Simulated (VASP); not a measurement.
# Os2N (Pn-3m) in VASP: notebook, part 2 of 2

VASP 6.6.1. The steps go on from the part before.

### Step 3. Relaxation of cell and atoms, PBE

This run uses another cell than the first one, of 12.68 Å³/atom.

File INCAR:

```
SYSTEM = Os2N
PREC = Accurate ; ENCUT = 600
EDIFF = 1E-6 ; ISMEAR = 0
SIGMA = 0.1 ; LREAL = .False.
LASPH = .True. ; NELM = 80
ALGO = Normal ; ISIF = 3
LWAVE = .False. ; LCHARG = .False.
GGA = PE ; IBRION = 2
NSW = 90 ; EDIFFG = -0.04
```

File KPOINTS:

```
Automatic mesh
0
Gamma
  4 4 4
  0 0 0
```

File POSCAR:

```
Os2N
1.0
    4.2373817412      0.0000000000      0.0000000000
    0.0000000000      4.2373817412      0.0000000000
    0.0000000000      0.0000000000      4.2373817412
Os N
4 2
Direct
    0.2500000000      0.2500000000      0.2500000000
    0.2500000000      0.7500000000      0.7500000000
    0.7500000000      0.7500000000      0.2500000000
    0.7500000000      0.2500000000      0.7500000000
    0.0000000000      0.0000000000      0.0000000000
    0.5000000000      0.5000000000      0.5000000000
```

Potentials or basis: VASP PAW PBE potentials, release 64 (Os, N).

Launch:

```bash
cat potpaw_PBE.64/Os/POTCAR potpaw_PBE.64/N/POTCAR > POTCAR
mpirun -np 1 vasp_std > vasp.out
```

OUTCAR:

```text
SYSTEM = Os2N
   PREC = Accurate
   ENCUT = 600
   EDIFF = 1E-6
   ISMEAR = 0
   LREAL = .False.
   LASPH = .True.
   NELM = 80
   ISIF = 3
   GGA = PE
   IBRION = 2
   NSW = 90
   EDIFFG = -0.04

 ion  position               nearest neighbor table
   1  0.250  0.250  0.250-   5 1.83   6 1.83   4 3.00   2 3.00   3 3.00   2 3.00   4 3.00   2 3.00
                             3 3.00   2 3.00   3 3.00   4 3.00   4 3.00   3 3.00
   2  0.250  0.750  0.750-   5 1.83   6 1.83   4 3.00   1 3.00   3 3.00   1 3.00   3 3.00   1 3.00
                             4 3.00   1 3.00   3 3.00   4 3.00   3 3.00   4 3.00
   3  0.750  0.750  0.250-   5 1.83   6 1.83   4 3.00   1 3.00   2 3.00   2 3.00   4 3.00   1 3.00
                             4 3.00   4 3.00   1 3.00   2 3.00   2 3.00   1 3.00
   4  0.750  0.250  0.750-   5 1.83   6 1.83   3 3.00   1 3.00   2 3.00   1 3.00   3 3.00   2 3.00
                             3 3.00   3 3.00   1 3.00   2 3.00   1 3.00   2 3.00
   5  0.000  0.000  0.000-   1 1.83   2 1.83   3 1.83   4 1.83
   6  0.500  0.500  0.500-   1 1.83   2 1.83   3 1.83   4 1.83

  LATTYP: Found a simple cubic cell.
 ALAT       =     4.2373817412

  Lattice vectors:

 A1 = (   4.2373817412,   0.0000000000,   0.0000000000)
 A2 = (   0.0000000000,   4.2373817412,   0.0000000000)
 A3 = (   0.0000000000,   0.0000000000,   4.2373817412)

Analysis of symmetry for initial positions (statically):
=====================================================================
 Subroutine PRICEL returns:
 Original cell was already a primitive cell.
[... 174 lines left out ...]
  -------------------------------------------------------------------------------------
  Total       17.0164584     17.0164584     17.0164584      0.0000000     -0.0000000      0.0000000
  in kB      358.3331481    358.3331481    358.3331481      0.0000000     -0.0000000      0.0000000
  external PRESSURE =     358.3331481 kB  Pullay stress =       0.0000000 kB
[... 27 lines left out ...]
--------------------------------------- Ionic step        2  -------------------------------------------

 number of electron      41.9999988 magnetization

 E-fermi :   3.5679     XC(G=0): -11.0214

 val. band max:        3.5504114659   @ k =   0.5000   0.2500   0.2500
 cond. band min:       3.5728593135   @ k =   0.2500   0.2500   0.2500
 fundamental gap:      0.0224478476
 Fermi energy:         3.5679484776

 k-point     1 :       0.0000    0.0000    0.0000
  band No.  band energies     occupation
      1     -12.4545      2.00000
      2     -10.7877      2.00000
      3      -3.2816      2.00000
      4      -3.2816      2.00000
      5      -3.2816      2.00000
      6      -1.4309      2.00000
[... 388 lines left out ...]
--------------------------------------- Ionic step        5  -------------------------------------------

 number of electron      41.9999990 magnetization

 Free energy of the ion-electron system (eV)
  ---------------------------------------------------
  ext. energy  EPLUGINS =         0.00000000
  ---------------------------------------------------
  free energy    TOTEN  =       -53.95789293 eV

  energy without entropy =      -53.91358381  energy(sigma->0) =      -53.93573837

 E-fermi :   6.7663     XC(G=0): -12.5122

 val. band max:        6.6725841467   @ k =   0.5000   0.2500   0.2500
 cond. band min:       6.7802808485   @ k =   0.2500   0.2500   0.2500
 fundamental gap:      0.1076967018
 Fermi energy:         6.7662580094

 k-point     1 :       0.0000    0.0000    0.0000
  band No.  band energies     occupation
      1     -11.9347      2.00000
      2      -8.7676      2.00000
      3      -2.7096      2.00000
      4      -2.7096      2.00000
      5      -2.7096      2.00000
      6      -0.2733      2.00000
[... 302 lines left out ...]
  FREE ENERGIE OF THE ION-ELECTRON SYSTEM (eV)
  ---------------------------------------------------
  free  energy   TOTEN  =       -53.9578929310 eV

  energy  without entropy=      -53.9135838126  energy(sigma->0) =      -53.93573837

 reached required accuracy - stopping structural energy minimisation
```

OSZICAR:

```text
N       E                     dE             d eps       ncg     rms          rms(c)
DAV:   1     0.390320062322E+03    0.39032E+03   -0.22109E+04   500   0.182E+03
DAV:   2    -0.575445016983E+01   -0.39607E+03   -0.38916E+03   510   0.574E+02
DAV:   3    -0.572030941083E+02   -0.51449E+02   -0.50287E+02   760   0.144E+02
[... 48 lines left out ...]
DAV:   2    -0.539579939741E+02    0.58460E-03   -0.10404E-03   512   0.218E-01    0.156E-01
DAV:   3    -0.539578956688E+02    0.98305E-04   -0.87985E-04   648   0.191E-01    0.240E-02
DAV:   4    -0.539578909835E+02    0.46853E-05   -0.67427E-05   593   0.561E-02    0.181E-02
DAV:   5    -0.539578927084E+02   -0.17249E-05   -0.26004E-06   365   0.122E-02    0.251E-03
DAV:   6    -0.539578929310E+02   -0.22256E-06   -0.76495E-07   264   0.591E-03
   5 F= -.53957893E+02 E0= -.53935738E+02  d E =-.843902E+00
```

CONTCAR:

```text
Os2N
   1.00000000000000
     4.3862958966052679    0.0000000000000000    0.0000000000000000
     0.0000000000000000    4.3862958966052679    0.0000000000000000
    -0.0000000000000000   -0.0000000000000000    4.3862958966052679
  Os              N
     4     2
Direct
     0.2500000000000000    0.2500000000000000    0.2500000000000000
     0.2500000000000000    0.7500000000000000    0.7500000000000000
     0.7500000000000000    0.7500000000000000    0.2500000000000000
     0.7500000000000000    0.2500000000000000    0.7500000000000000
     0.0000000000000000    0.0000000000000000    0.0000000000000000
     0.5000000000000000    0.5000000000000000    0.5000000000000000

  0.00000000E+00  0.00000000E+00  0.00000000E+00
  0.00000000E+00  0.00000000E+00  0.00000000E+00
  0.00000000E+00  0.00000000E+00  0.00000000E+00
  0.00000000E+00  0.00000000E+00  0.00000000E+00
  0.00000000E+00  0.00000000E+00  0.00000000E+00
  0.00000000E+00  0.00000000E+00  0.00000000E+00
```

It took 46 s on 1 thread of Intel Xeon 6975P-C (Granite Rapids), shared host; peak memory 0.22 GiB.

Results:

```
Free energy                           : -53.9579 eV
Relaxed volume                        : 14.07 Å³/atom
Relaxed cell                          : a = 4.386 Å, b = 4.386 Å, c = 4.386 Å, α = 90.00°, β = 90.00°, γ = 90.00°
Space group after relaxing (to 0.1 Å) : Pn-3m (No. 224)
Pressure after relaxing               : 0.1 GPa
Band gap on the k mesh                : zero (bands 21 and 22 overlap by 0.97 eV)
```

Final structure:
```
CELL_PARAMETERS angstrom
4.38630 0.00000 0.00000
0.00000 4.38630 0.00000
0.00000 0.00000 4.38630
ATOMIC_POSITIONS crystal
Os 0.25000 0.25000 0.25000
Os 0.25000 0.75000 0.75000
Os 0.75000 0.75000 0.25000
Os 0.75000 0.25000 0.75000
N 0.00000 0.00000 0.00000
N 0.50000 0.50000 0.50000
```

Caveat: the k points lie up to 0.36 Å⁻¹ apart in the final cell, too coarse for converged energies and pressures of a metal; spin-orbit coupling is left out, which moves the levels of the heavy elements.
